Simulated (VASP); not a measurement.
A run of VASP 6.6.1:

Contents of INCAR:

```
PREC = Accurate ; ENCUT = 520
EDIFF = 1E-6 ; ISMEAR = 0
SIGMA = 0.1 ; LREAL = F
LASPH = T ; NELM = 100
ALGO = Normal ; ISIF = 2
LWAVE = F ; LCHARG = T
GGA = PS ; LELF = T
LVHAR = T ; NBANDS = 33
```

KPOINTS

```
regular mesh
0
Gamma
  8 8 6
```

File POSCAR:

```
LaAl2BRu2
1.0
    4.1875855216      0.0000000000      0.0000000000
    0.0000000000      4.1875855216      0.0000000000
    0.0000000000      0.0000000000      5.6199305823
La Al B Ru
1 2 1 2
Direct
    0.0000000000      0.0000000000      0.5000000000
    0.5000000000      0.5000000000      0.2546504504
    0.5000000000      0.5000000000      0.7453495496
    0.0000000000      0.0000000000      0.0000000000
    0.0000000000      0.5000000000      0.0000000000
    0.5000000000      0.0000000000      0.0000000000
```

Potentials or basis: VASP PAW PBE potentials, release 64 (La, Al, B, Ru_pv).

Run with:

```sh
$ cat potpaw_PBE.64/La/POTCAR potpaw_PBE.64/Al/POTCAR potpaw_PBE.64/B/POTCAR potpaw_PBE.64/Ru_pv/POTCAR > POTCAR
$ mpirun -np 1 vasp_std > vasp.out
```

Hardware: 1 thread of AMD EPYC 7R43 64-Core Processor (Zen 3) (shared host).

How long does it take, and how much memory?

Wall time 5.2 min on 1 thread of AMD EPYC 7R43 64-Core Processor (Zen 3), with other jobs on the host, peak memory 0.32 GiB. Counts: scf iterations 17, k points 60.
